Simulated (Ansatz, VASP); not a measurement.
**BeTe in VASP and in Ansatz**

```
Be Te
1.0
     0.00000    2.74965    2.74965
     2.74965    0.00000    2.74965
     2.74965    2.74965    0.00000
Be Te
1 1
Direct
  0.00000 0.00000 0.00000
  0.25000 0.25000 0.25000
```

Change from the starting cell: strained cell.

Alike in both runs: task relaxation of the atoms; functional LDA; k mesh 8 × 8 × 8; occupations gaussian, width 0.02 eV; no spin polarisation.

|  | VASP | Ansatz |
| --- | --- | --- |
| version | VASP 6.6.1 | Ansatz 0.2.0 |
| potentials or method | VASP PAW LDA potentials, release 64 (Be, Te), cutoff 520 eV | scalar-relativistic, plane waves, PAW |
| valence electrons in the cell | 8 | 18 |

```csv
,VASP,Ansatz,Ansatz less VASP
"gap on the k mesh at the Fermi level, each at its own relaxed structure (eV)",1.69,1.71,+0.021
```

Ansatz warns that its potentials were made for another functional, while VASP's fit it. LDA's correlation is that of Perdew and Zunger in VASP and of Perdew and Wang (1992) in Ansatz. VASP's potentials hold 8 valence electrons a cell and Ansatz's 18, so a difference there can come from the potentials and not from the codes. Ansatz's warnings: stress scf threshold loose.

Neither program's run includes spin-orbit coupling. Noted on VASP's run: the relaxation stopped at its first step, so nothing moved.
